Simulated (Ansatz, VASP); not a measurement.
# Two plane-wave programs on BaS

File INCAR:

```
  ALGO = Normal
  EDIFF = 1E-7
  ENCUT = 520
  GGA = PE
  ISIF = 2
  ISMEAR = 0
  LASPH = T
  LCHARG = F
  LREAL = F
  LWAVE = F
  NBANDS = 15
  NELM = 100
  PREC = Accurate
  SIGMA = 0.05
```

KPOINTS

```
k-points
0
Gamma
  10 10 8
```

Contents of POSCAR:

```
BaS
1.0
    4.3867141797     -0.0459977502     -0.0137947639
   -2.2331923100      3.8205594449      0.0159684886
   -0.0125710978      0.0095452779      4.0581872911
Ba S
1 1
Direct
    0.0038017176     -0.0121363794      0.0559484450
    0.6628649491      0.3454697127      0.4440515550
```

Input for Ansatz:

```yaml
crystal:
  lattice:
    - [4.3867141797, -0.0459977502, -0.0137947639]
    - [-2.23319231, 3.8205594449, 0.0159684886]
    - [-0.0125710978, 0.0095452779, 4.0581872911]
  atoms:
    - { symbol: Ba, position: [0.0038017176, -0.0121363794, 0.055948445] }
    - { symbol: S, position: [0.6628649491, 0.3454697127, 0.444051555] }
basis:
  ecutwfc: 420
  ecutrho_ratio: 4
kpoints:
  mp_grid: { grid: [10, 10, 8] }
hamiltonian:
  xc: pbe
scf:
  occupations: { method: gaussian, width: 0.05 }
output:
  forces: true
  stress: true
  eigenvalues: true
```

Change from the starting cell: all atoms moved at random (sigma 0.1 Å), cell strained at random (1 %).

Alike in both runs: task single point; functional PBE; k mesh 10 × 10 × 8; occupations gaussian, width 0.05 eV; no spin polarisation.

|  | VASP | Ansatz |
| --- | --- | --- |
| version | VASP 6.6.1 | Ansatz 0.2.0 |
| potentials or method | VASP PAW PBE potentials, release 64 (Ba_sv, S), cutoff 520 eV | scalar-relativistic, plane waves, PAW |
| valence electrons in the cell | 16 | 16 |

Ansatz gave:

* gap on the k mesh at the Fermi level (eV): 2.86
* least direct gap on the mesh (eV): 2.94
* pressure (GPa): 1.5
* traceless stress, the component that is largest in VASP (GPa): 1.18
* rms of the force components (eV/Å): 0.561

What did VASP give for the same quantities?

gap on the k mesh at the Fermi level (eV): 2.82; least direct gap on the mesh (eV): 2.89; pressure (GPa): 2.2; traceless stress, the component that is largest in VASP (GPa): 1.29; rms of the force components (eV/Å): 0.624.

Atom by atom the forces differ by 0.063 eV/Å (rms over components).

Spin-orbit coupling is off throughout.
